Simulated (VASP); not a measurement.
Set up this calculation in VASP 6.6.1, as the native input.

| Property | Result |
| --- | --- |
| Task | single point |
| Functional | PBE |
| Potentials or basis | VASP PAW PBE potentials, release 64 (Ni, O) |
| Cutoff | 520 eV |
| k mesh | 45 × 45 × 45 |
| Occupations | fermi-dirac, width 0.0612256 eV |
| Spin | no spin polarisation |
| Dipole correction | no |
| Further INCAR settings | ALGO = Normal; EDIFF = 1e-07; NBANDS = 15 |

The structure of NiO (rock salt type) lies in POSCAR:

```
NiO
1.0
    0.0000000000      2.0798302424      2.0798302424
    2.0798302424      0.0000000000      2.0798302424
    2.0798302424      2.0798302424      0.0000000000
Ni O
1 1
Direct
    0.0000000000      0.0000000000      0.0000000000
    0.5000000000      0.5000000000      0.5000000000
```

The input as run:

INCAR

```
SYSTEM = NiO
  PREC = Accurate
  ENCUT = 520
  EDIFF = 1E-7
  ISMEAR = -1
  SIGMA = 0.06122561905347299
  LREAL = .FALSE.
  LASPH = .TRUE.
  NELM = 60
  ALGO = Normal
  ISIF = 2
  LWAVE = .FALSE.
  LCHARG = .TRUE.
  GGA = PE
  LELF = .TRUE.
  LVHAR = .TRUE.
  NBANDS = 15
```

KPOINTS

```
Automatic mesh
0
G
  45 45 45
  0 0 0
```

Potentials or basis: VASP PAW PBE potentials, release 64 (Ni, O).

Run with:

```console
$ cat potpaw_PBE.64/Ni/POTCAR potpaw_PBE.64/O/POTCAR > POTCAR
$ mpirun -np 1 vasp_std > vasp.out
```

Results of the run:

* Pressure: 0.2 GPa
* Band gap on the k mesh: zero (band 8 reaches 9.35 eV, above the bottom of band 9 at 6.48 eV)

Caveat: the run has no spin polarisation, though such a crystal can be magnetic; semilocal functionals often make such compounds metallic where correlation or magnetic order opens a gap, which also shifts bond lengths.

It took 10 min on 1 thread of Oxide Virtual Turin-like Processor, on a shared host, peak memory 0.69 GiB.
